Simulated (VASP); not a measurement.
Set up this calculation in VASP 6.6.1, as the native input.

* Task: single point
* Functional: r2SCAN
* Potentials or basis: VASP PAW PBE potentials, release 64 (Ni)
* Cutoff: 520 eV
* k mesh: 2 × 2 × 2
* Occupations: fermi-dirac, width 0.05 eV
* Spin: collinear spin, ferromagnetic start
* Starting moments: [0.807] μB
* Dipole correction: no
* Further INCAR settings: ALGO = Normal; EDIFF = 1e-06; NBANDS = 15

Crystal: Ni.

```xyz
1
Lattice="0.0000 1.7381 1.7381 1.7381 0.0000 1.7381 1.7381 1.7381 0.0000" Properties=species:S:1:pos:R:3 pbc="T T T"
Ni    0.0000    0.0000    0.0000
```

These files were run (other wordings do the same):

POSCAR

```
Ni
1.0
    0.0000000000      1.7380692641      1.7380692641
    1.7380692641      0.0000000000      1.7380692641
    1.7380692641      1.7380692641      0.0000000000
Ni
1
Direct
    0.0000000000      0.0000000000      0.0000000000
```

INCAR.step1

```
PREC     = Accurate       # precision mode
ENCUT    = 520            # plane-wave cutoff, eV
ISMEAR   = -1             # smearing method
SIGMA    = 0.05           # smearing width, eV
LREAL    = False          # projectors in reciprocal space
LASPH    = True           # aspherical terms in the spheres
NELM     = 150            # most SCF steps
ISPIN    = 2              # spin polarisation
MAGMOM   = 0.807          # initial moments
LMAXMIX  = 4              # l up to which the mixer works
NBANDS   = 15             # bands
GGA      = PE             # functional
ALGO     = Normal         # electronic algorithm
EDIFF    = 1E-4           # SCF threshold, eV
LWAVE    = True           # write WAVECAR
LCHARG   = False          # write CHGCAR
```

INCAR.step2

```
PREC     = Accurate       # precision mode
ENCUT    = 520            # plane-wave cutoff, eV
EDIFF    = 1E-6           # SCF threshold, eV
ISMEAR   = -1             # smearing method
SIGMA    = 0.05           # smearing width, eV
LREAL    = False          # projectors in reciprocal space
LASPH    = True           # aspherical terms in the spheres
NELM     = 150            # most SCF steps
ALGO     = Normal         # electronic algorithm
ISIF     = 2              # what is computed and relaxed
LWAVE    = False          # write WAVECAR
LCHARG   = False          # write CHGCAR
ISPIN    = 2              # spin polarisation
MAGMOM   = 0.807          # initial moments
LORBIT   = 11             # projections on sites
LMAXMIX  = 4              # l up to which the mixer works
METAGGA  = R2SCAN         # meta-GGA
LMIXTAU  = True         
NBANDS   = 15             # bands
ISTART   = 1
```

KPOINTS

```
Automatic mesh
0
Gamma
  2 2 2
```

Potentials or basis: VASP PAW PBE potentials, release 64 (Ni).

Run with:

```sh
$ cat potpaw_PBE.64/Ni/POTCAR > POTCAR
$ cp INCAR.step1 INCAR
$ mpirun -np 1 vasp_std > vasp.out
$ cp INCAR.step2 INCAR
$ mpirun -np 1 vasp_std > vasp.out
```

Results of the run:

The pressure is 33.7 GPa and the net moment is 1.25 μB per cell. The site moments are Ni +1.26 μB and the valence electrons inside the program's atomic spheres are Ni 9.38.

Caveat: the k points lie up to 1.57 Å⁻¹ apart; the PAW data sets were made with another functional, which shifts forces and pressure a little.

Wall time 8.2 s on 1 thread of Intel(R) Xeon(R) Platinum 8488C (Sapphire Rapids), on a shared host, peak memory 0.12 GiB.
